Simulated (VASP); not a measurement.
A run of VASP 6.6.1 is set up as follows.

Contents of INCAR:

```
SYSTEM = AlNi3
ALGO = Fast
EDIFF = 1E-7
ENCUT = 520
GGA = PS
ISIF = 2
ISMEAR = 0
LASPH = .True.
LCHARG = .False.
LREAL = .False.
LWAVE = .False.
NBANDS = 24
NELM = 80
PREC = Accurate
SIGMA = 0.15
```

The input KPOINTS:

```
k-points
0
Gamma
  14 14 14
  0 0 0
```

POSCAR

```
AlNi3
1.0
    0.0000000000      2.7984078565      2.7984078565
    2.7984078565      0.0000000000      2.7984078565
    2.7984078565      2.7984078565      0.0000000000
Al Ni
1 3
Direct
    0.5000000000      0.5000000000      0.5000000000
    0.2500000000      0.2500000000      0.2500000000
   -0.0857630525     -0.0857630525      0.0857630525
    0.7500000000      0.7500000000      0.7500000000
```

Potentials or basis: VASP PAW PBE potentials, release 64 (Al, Ni).

Run with:

```sh
$ cat potpaw_PBE.64/Al/POTCAR potpaw_PBE.64/Ni/POTCAR > POTCAR
$ mpirun -np 1 vasp_std > vasp.out
```

(1) Estimate the largest force.

(2) What does it give for the pressure?

(3) Predict the band gap on the k mesh.

Results:

(1) 4.882 eV/Å.

(2) 14.3 GPa.

(3) zero (an odd number of electrons rules out a gap without spin polarisation).

Caveat: the cell differs from its parent crystal (atom 3 (Ni) moved +0.480 Å towards its neighbour atom 1 (Al) at 2.798 Å); the stress differs along the axes, from 10 to 16 GPa; the PAW data sets were made with another functional, which shifts forces and pressure a little.
